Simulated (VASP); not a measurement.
Input of a VASP 6.6.1 run:

The input INCAR:

```
PREC = Accurate
ENCUT = 520
EDIFF = 1E-6
ISMEAR = 0
SIGMA = 0.15
LREAL = F
LASPH = T
NELM = 100
ALGO = Fast
ISIF = 2
LWAVE = F
LCHARG = T
GGA = PE
LELF = T
LVHAR = T
NBANDS = 10
```

Contents of KPOINTS:

```
Automatic mesh
0
Gamma
  12 12 12
```

The input POSCAR:

```
K
1.0
    4.6826318916      0.0000000000      0.0000000000
    0.0000000000      4.6826318916      0.0000000000
    0.0000000000      0.0000000000      3.6524528754
K
1
Direct
    0.0000000000      0.0000000000      0.0000000000
```

Potentials or basis: VASP PAW PBE potentials, release 64 (K_sv).

The run is started by

```console
$ cat potpaw_PBE.64/K_sv/POTCAR > POTCAR
$ mpirun -np 1 vasp_std > vasp.out
```

Estimate the pressure.

0.2 GPa.

Stress tensor (GPa, compression positive):
```
-0.60  0.00  0.00
 0.00 -0.60  0.00
 0.00  0.00  1.94
```
